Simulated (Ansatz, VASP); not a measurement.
**Pd: VASP beside Ansatz**

Contents of INCAR:

```
SYSTEM = Pd
ALGO = Normal
EDIFF = 1E-6
ENCUT = 520
GGA = PE
ISIF = 2
ISMEAR = -1
LASPH = .True.
LCHARG = .True.
LELF = .True.
LREAL = .False.
LVHAR = .True.
LWAVE = .False.
NBANDS = 11
NELM = 100
PREC = Accurate
SIGMA = 0.1
```

Contents of KPOINTS:

```
k-points
0
Gamma
  15 15 15
  0 0 0
```

Contents of POSCAR:

```
Pd
1.0
    0.0000000000      1.9734737307      1.9734737307
    1.9734737307      0.0000000000      1.9734737307
    1.9734737307      1.9734737307      0.0000000000
Pd
1
Direct
    0.0000000000      0.0000000000      0.0000000000
```

Input for Ansatz:

```yaml
crystal:
  lattice:
    - [0.0, 1.9734737307, 1.9734737307]
    - [1.9734737307, 0.0, 1.9734737307]
    - [1.9734737307, 1.9734737307, 0.0]
  atoms:
    - { symbol: Pd, position: [0.0, 0.0, 0.0] }
hamiltonian:
  xc: pbe
  pseudopotentials:
    kind: paw
    azcp:
      Pd: "pseudopotentials/Pd.paw.azcp"
basis:
  ecutwfc: 420
  fft_grid_basis: typed
kpoints:
  mp_grid: { grid: [15, 15, 15], shift: [0, 0, 0] }
magnetization:
  spin_polarized: false
scf:
  occupations: { method: fermi_dirac, width: 0.1 }
  lower_state_search: "off"
output:
  stress: true
  write_density: true
  write_potential: true
  elf: true
  volumetric_format: npy
```

Alike in both runs: task single point; functional PBE; k mesh 15 × 15 × 15; occupations fermi-dirac, width 0.1 eV; no spin polarisation.

|  | VASP | Ansatz |
| --- | --- | --- |
| version | VASP 6.6.1 | Ansatz 0.2.0 |
| potentials or method | VASP PAW PBE potentials, release 64 (Pd), cutoff 520 eV | plane waves (420 eV) with PAW, scalar-relativistic |
| valence electrons in the cell | 10 | 18 |

Ansatz gave:

| Property | Result |
| --- | --- |
| pressure (GPa) | -0.3 |

Task: What did VASP give for the same quantities?

Result: Pressure (GPa): -0.6.

VASP's potentials hold 10 valence electrons a cell and Ansatz's 18, so a difference there can come from the potentials and not from the codes.
